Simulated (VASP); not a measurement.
# CsVTeO6 (Imma) in VASP: electric field gradients with PBE

Aim: the electric field gradients of CsVTeO6 with PBE.

Everything below comes from runs of VASP 6.6.1. Logs are shortened: lines on timing, memory, paths and dates and some standing lists are left out, and cuts for length are marked.

## Step 1: The cell of the first run

Symmetry: Imma, No. 74, orthorhombic system. Conventional cell: a = 7.118 Å, b = 7.274 Å, c = 10.183 Å, α = 90.00°, β = 90.00°, γ = 90.00°. Within 4.0 Å of Cs (site symmetry mm2) lie 18 O at 3.07 to 3.73 Å. Within 2.5 Å of V (site symmetry 2/m) lie 6 O at 1.85 to 1.92 Å. Te (site symmetry 2/m) has 6 O at 1.93 to 1.98 Å within 2.6 Å. Within 2.9 Å of O (site symmetry mm2) lie 2 Te at 1.98 Å and 8 O at 2.70 to 2.84 Å. O (site symmetry mm2) has 2 V at 1.85 Å within 2.5 Å. O (site symmetry 1) has 1 V at 1.92 Å and 1 Te at 1.93 Å within 2.5 Å.

## Step 2: Electric field gradients, PBE

Contents of INCAR:

```
  ALGO = Fast
  EDIFF = 1E-8
  ENCUT = 520
  GGA = PE
  ISIF = 2
  ISMEAR = -1
  LASPH = True
  LCHARG = False
  LEFG = True
  LREAL = Auto
  LWAVE = False
  NBANDS = 79
  NELM = 100
  PREC = Accurate
  SIGMA = 0.02
```

Contents of KPOINTS:

```
k-points
0
Gamma
  5 5 5
```

Contents of POSCAR:

```
CsVTeO6
1.0
   -3.5591760000      3.6369210000      5.0913360000
    3.5591760000     -3.6369210000      5.0913360000
    3.5591760000      3.6369210000     -5.0913360000
Cs V Te O
2 2 2 12
Direct
    0.8704170000      0.6204170000      0.2500000000
    0.1295830000      0.3795830000      0.7500000000
    0.5000000000      0.0000000000      0.0000000000
    0.5000000000      0.5000000000      0.5000000000
    0.5000000000      0.0000000000      0.5000000000
    0.0000000000      0.0000000000      0.0000000000
    0.8278340000      0.0778340000      0.7500000000
    0.4494220000      0.6994220000      0.7500000000
    0.8149830000      0.6799000000      0.7419050000
    0.4379950000      0.0730780000      0.7580950000
    0.8149830000      0.0730780000      0.1350830000
    0.4379950000      0.6799000000      0.3649170000
    0.1721660000      0.9221660000      0.2500000000
    0.5505780000      0.3005780000      0.2500000000
    0.1850170000      0.3201000000      0.2580950000
    0.5620050000      0.9269220000      0.2419050000
    0.1850170000      0.9269220000      0.8649170000
    0.5620050000      0.3201000000      0.6350830000
```

Potentials or basis: VASP PAW PBE potentials, release 64 (Cs_sv, V_sv, Te, O).

Command:

```console
$ cat potpaw_PBE.64/Cs_sv/POTCAR potpaw_PBE.64/V_sv/POTCAR potpaw_PBE.64/Te/POTCAR potpaw_PBE.64/O/POTCAR > POTCAR
$ mpirun -np 1 vasp_std > vasp.out
```

OUTCAR:

```text
EDIFF = 1E-8
   ENCUT = 520
   GGA = PE
   ISIF = 2
   ISMEAR = -1
   LASPH = True
   LREAL = Auto
   NELM = 100
   PREC = Accurate

 ion  position               nearest neighbor table
   1  0.870  0.620  0.250-
   2  0.130  0.380  0.750-
   3  0.500  0.000  0.000-   8 1.85  14 1.85  11 1.92  17 1.92  16 1.92  10 1.92
   4  0.500  0.500  0.500-   8 1.85  14 1.85   9 1.92  15 1.92  12 1.92  18 1.92
   5  0.500  0.000  0.500-  10 1.93  12 1.93  16 1.93  18 1.93   7 1.98  13 1.98   6 3.64   6 3.64

   6  0.000  0.000  0.000-   9 1.93  15 1.93  11 1.93  17 1.93   7 1.98  13 1.98   5 3.64   5 3.64

   7  0.828  0.078  0.750-   5 1.98   6 1.98
   8  0.449  0.699  0.750-   3 1.85   4 1.85
   9  0.815  0.680  0.742-   4 1.92   6 1.93
  10  0.438  0.073  0.758-   3 1.92   5 1.93
  11  0.815  0.073  0.135-   3 1.92   6 1.93
  12  0.438  0.680  0.365-   4 1.92   5 1.93
  13  0.172  0.922  0.250-   5 1.98   6 1.98
  14  0.551  0.301  0.250-   3 1.85   4 1.85
  15  0.185  0.320  0.258-   4 1.92   6 1.93
  16  0.562  0.927  0.242-   3 1.92   5 1.93
  17  0.185  0.927  0.865-   3 1.92   6 1.93
  18  0.562  0.320  0.635-   4 1.92   5 1.93

  LATTYP: Found a body centered orthorhombic cell.
 ALAT       =     7.1183520000
 B/A-ratio  =     1.0218435391
 C/A-ratio  =     1.4304816620

  Lattice vectors:

 A1 = (  -3.5591760000,   3.6369210000,   5.0913360000)
 A2 = (   3.5591760000,  -3.6369210000,   5.0913360000)
 A3 = (   3.5591760000,   3.6369210000,  -5.0913360000)

Analysis of symmetry for initial positions (statically):
=====================================================================
 Subroutine PRICEL returns:
 Original cell was already a primitive cell.

 Routine SETGRP: Setting up the symmetry group for a
 body centered orthorhombic supercell.

 Subroutine GETGRP returns: Found  8 space group operations
 (whereof  4 operations were pure point group operations)
 out of a pool of  8 trial point group operations.

The static configuration has the point symmetry C_2h.
 The point group associated with its full space group is D_2h.

Analysis of symmetry for dynamics (positions and initial velocities):
=====================================================================
 Subroutine PRICEL returns:
 Original cell was already a primitive cell.

 Routine SETGRP: Setting up the symmetry group for a
 body centered orthorhombic supercell.

 Subroutine GETGRP returns: Found  8 space group operations
 (whereof  4 operations were pure point group operations)
 out of a pool of  8 trial point group operations.

The dynamic configuration has the point symmetry C_2h.
 The point group associated with its full space group is D_2h.

 Subroutine INISYM returns: Found  8 space group operations
 (whereof  4 operations are pure point group operations),
 and found     1 'primitive' translations

----------------------------------------------------------------------------------------

                                     Primitive cell

  volume of cell :     263.6180

  direct lattice vectors                    reciprocal lattice vectors
    -3.559176000  3.636921000  5.091336000     0.000000000  0.137478928  0.098206050
     3.559176000 -3.636921000  5.091336000     0.140481954  0.000000000  0.098206050
     3.559176000  3.636921000 -5.091336000     0.140481954  0.137478928  0.000000000

  length of vectors
     7.198376930  7.198376930  7.198376930     0.168952313  0.171404807  0.196559495

  position of ions in fractional coordinates (direct lattice)
     0.870417000  0.620417000  0.250000000
     0.129583000  0.379583000  0.750000000
     0.500000000  0.000000000  0.000000000
     0.500000000  0.500000000  0.500000000
     0.500000000  0.000000000  0.500000000
     0.000000000  0.000000000  0.000000000
[... 10 lines left out ...]
     0.185017000  0.926922000  0.864917000
     0.562005000  0.320100000  0.635083000
[... 97 lines left out ...]
   IBRION =     -1    ionic relax: 0-MD 1-quasi-New 2-CG
   NFREE  =      0    steps in history (QN), initial steepest desc. (CG)
   ISIF   =      2    stress and relaxation
   ISYM   =      2    0-nonsym 1-usesym 2-fastsym
   POTIM  = 0.5000    time-step for ionic-motion
   TEBEG  =    0.0;   TEEND  =   0.0 temperature during run
   PSTRESS=    0.0 pullay stress
   NELECT =     128.0000    total number of electrons
   NUPDOWN=      -1.0000    fix difference up-down
   EMIN   =  10.00;   EMAX   =-10.00  energy-range for DOS
   EFERMI =   0.00;   METHOD = LEGACY
   ISMEAR =    -1;   SIGMA  =   0.02  broadening in eV -4-tet -1-fermi 0-gaus
   EFERMI_NEDOS =   21; number of points for ismear=-14 and -15
   IALGO  =     68    algorithm
   IMIX   =      4    mixing-type and parameters
     AMIX     =   0.40;   BMIX     =  1.00
     AMIX_MAG =   1.60;   BMIX_MAG =  1.00
  volume/ion in A,a.u.               =      14.65        98.83
  Fermi-wavevector in a.u.,A,eV,Ry     =   1.286727  2.431562 22.526713  1.655667
  Thomas-Fermi vector in A             =   2.418784
   LORBIT       =      0    0 simple, 1 ext, 2 COOP (PROOUT), +10 PAW based schemes
   GGA     = PE    functional components
   LHFCALC =     F    Hartree Fock is set to
   AEXX    =    0.0000 exact exchange contribution
   IVDW    =     0    specifies the selected vdW correction
   LEPSILON=     F    determine dielectric tensor
   LRPA    =     F    only Hartree local field effects (RPA)
 non-spin polarized calculation
 RMM-DIIS sequential band-by-band and
  energy-cutoff  :      520.00
  volume of cell :      263.62
 maximum number of plane-waves:      7125
 NGX is ok and might be reduce to    54
   NGX = 27   NGY = 27   NGZ = 27

 number of electron     128.0000009 magnetization

 Free energy of the ion-electron system (eV)
  ---------------------------------------------------
  ext. energy  EPLUGINS =         0.00000000
  ---------------------------------------------------
  free energy    TOTEN  =      -115.79722913 eV

  energy without entropy =     -115.79722913  energy(sigma->0) =     -115.79722913

 E-fermi :   2.9528     XC(G=0):  -9.9968

 val. band max:        2.4307837418   @ k =  -0.2000   0.4000   0.2000
 cond. band min:       4.0386744686   @ k =   0.4000  -0.0000   0.0000
 fundamental gap:      1.6078907267
 Fermi energy:         2.9528108849

 k-point     1 :       0.0000    0.0000    0.0000
  band No.  band energies     occupation
      1     -62.4166      2.00000
      2     -62.4144      2.00000
      3     -36.2266      2.00000
      4     -36.2186      2.00000
      5     -36.2155      2.00000
      6     -36.2072      2.00000
[... 1885 lines left out ...]
     75       9.2628      0.00000
     76       9.9418      0.00000

 [... further k-points ...]

 [bands above 76 left out]

------------------------ aborting loop because EDIFF is reached ----------------------------------------

  FORCE on cell =-STRESS in cart. coord.  units (eV):
  Direction    XX          YY          ZZ          XY          YZ          ZX
  --------------------------------------------------------------------------------------
  -------------------------------------------------------------------------------------
  Total       -1.6913987     -1.8023252     -1.4098571      0.0000000      0.0000000      0.0000000
  in kB      -10.2797252    -10.9538973     -8.5686142      0.0000000      0.0000000      0.0000000
  external PRESSURE =      -9.9340789 kB  Pullay stress =       0.0000000 kB

 VOLUME and BASIS-vectors are now :
 -----------------------------------------------------------------------------
  energy-cutoff  :      520.00
  volume of cell :      263.62
      direct lattice vectors                 reciprocal lattice vectors
    -3.559176000  3.636921000  5.091336000     0.000000000  0.137478928  0.098206050
     3.559176000 -3.636921000  5.091336000     0.140481954  0.000000000  0.098206050
     3.559176000  3.636921000 -5.091336000     0.140481954  0.137478928  0.000000000

 POSITION                                       TOTAL-FORCE (eV/Angst)
 -----------------------------------------------------------------------------------
     -0.00000      1.81846      6.31750         0.000000     -0.000000     -0.097894
      3.55918      1.81846     -1.22617         0.000000     -0.000000      0.097894
     -1.77959      1.81846      2.54567         0.000000     -0.000000     -0.000000
      1.77959      1.81846      2.54567         0.000000     -0.000000     -0.000000
      0.00000      3.63692      0.00000         0.000000     -0.000000     -0.000000
      0.00000      0.00000      0.00000         0.000000     -0.000000     -0.000000
[... 10 lines left out ...]
      5.71896      0.44738      1.25767        -0.091666      0.233681      0.192758
      1.39939      3.18954      1.25767         0.091666     -0.233681      0.192758
 -----------------------------------------------------------------------------------
    total drift:                               -0.000000      0.000000     -0.000000

  FREE ENERGIE OF THE ION-ELECTRON SYSTEM (eV)
  ---------------------------------------------------
  free  energy   TOTEN  =      -115.7972291311 eV

  energy  without entropy=     -115.7972291311  energy(sigma->0) =     -115.79722913

 Electric field gradients (V/A^2)
---------------------------------------------------------------------
 ion       V_xx      V_yy      V_zz      V_xy      V_xz      V_yz
---------------------------------------------------------------------
   1      -6.763    -0.882     7.645     0.000     0.000     0.000
   2      -6.763    -0.882     7.645     0.000     0.000     0.000
   3     -51.104    29.555    21.548    -0.001    -7.922    -0.001
   4     -51.104    29.556    21.548    -0.001     7.919    -0.001
   5     -17.326    51.917   -34.592     0.001     0.001    81.995
   6     -17.327    51.918   -34.591     0.000    -0.000   -81.994
[... 10 lines left out ...]
  17      28.505   -39.441    10.936   -30.396   -83.677    39.193
  18      28.506   -39.441    10.936   -30.395    83.674   -39.196
---------------------------------------------------------------------

 Electric field gradients after diagonalization (V/A^2)
 (convention: |V_zz| > |V_xx| > |V_yy|)
----------------------------------------------------------------------
 ion       V_xx      V_yy      V_zz     asymmetry (V_yy - V_xx)/ V_zz
----------------------------------------------------------------------
   1      -6.763    -0.882     7.645       0.769
   2      -6.763    -0.882     7.645       0.769
   3      29.555    22.402   -51.957       0.138
   4      29.556    22.401   -51.957       0.138
   5     -84.041   -17.326   101.367       0.658
   6     -84.040   -17.327   101.367       0.658
[... 10 lines left out ...]
  17     -69.232   -49.710   118.943       0.164
  18     -69.233   -49.708   118.941       0.164
----------------------------------------------------------------------

           NMR quadrupolar parameters

 Cq : quadrupolar parameter    Cq=e*Q*V_zz/h
 eta: asymmetry parameters     (V_yy - V_xx)/ V_zz
 Q  : nuclear electric quadrupole moment in mb (millibarn)
----------------------------------------------------------------------
 ion       Cq(MHz)       eta       Q (mb)
----------------------------------------------------------------------
   1       0.018       0.769       1.000
   2       0.018       0.769       1.000
   3      -0.126       0.138       1.000
   4      -0.126       0.138       1.000
   5       0.245       0.658       1.000
   6       0.245       0.658       1.000
[... 10 lines left out ...]
  17       0.288       0.164       1.000
  18       0.288       0.164       1.000
----------------------------------------------------------------------
```

Wall time 13 min (1 thread of Intel Xeon 6975P-C (Granite Rapids), shared host); peak memory 0.62 GiB.

What came out:

- Free energy: -115.7972 eV
- Pressure: -1.0 GPa
- Largest force: 0.316 eV/Å
- Band gap on the k mesh: 1.61 eV (least direct gap 1.67 eV)
- Largest electric field gradient by atom: Cs +7.6; V -52.0; Te +101.4; O +132.9, +10.6, +118.9 (each value once) V/Å²

Forces on the atoms (eV/Å):
```
Cs   0.000  0.000 -0.098
Cs   0.000  0.000  0.098
V    0.000  0.000  0.000
V    0.000  0.000  0.000
Te   0.000  0.000  0.000
Te   0.000  0.000  0.000
O    0.000  0.000 -0.001
O    0.000  0.000  0.280
O   -0.092 -0.234 -0.193
O    0.092  0.234 -0.193
O    0.092 -0.234 -0.193
O   -0.092  0.234 -0.193
O    0.000  0.000  0.001
O    0.000  0.000 -0.280
O    0.092  0.234  0.193
O   -0.092 -0.234  0.193
O   -0.092  0.234  0.193
O    0.092 -0.234  0.193
```

Levels at points of the mesh, in eV from the valence-band top:
```tsv
k point	band 62	band 63	band 64	band 65	band 66	band 67
(0.00, 0.00, 0.00)	-0.53	-0.50	-0.44	1.72	1.90	1.90
```

Electric field gradients, principal values (V/Å²):
```
atom    least    middle  greatest (by size)
1 Cs   -0.882    -6.763               7.645
2 Cs   -0.882    -6.763               7.645
 3 V   22.402    29.555             -51.957
 4 V   22.401    29.556             -51.957
5 Te  -17.326   -84.041             101.367
6 Te  -17.327   -84.040             101.367
 7 O  -22.142  -110.764             132.907
 8 O   -3.165    -7.391              10.557
 9 O  -49.707   -69.232             118.939
10 O  -49.707   -69.236             118.943
11 O  -49.710   -69.232             118.943
12 O  -49.708   -69.233             118.941
13 O  -22.142  -110.764             132.907
14 O   -3.165    -7.391              10.557
15 O  -49.707   -69.232             118.939
16 O  -49.707   -69.236             118.943
17 O  -49.710   -69.232             118.943
18 O  -49.708   -69.233             118.941
```

Caveat: without QUAD_EFG the Cq values of the log hold for a quadrupole moment of 1 mb, not for the nuclei; spin-orbit coupling is left out, which moves the levels of the heavy elements; an odd mesh through Γ misses points on the zone boundary, where band edges can lie.
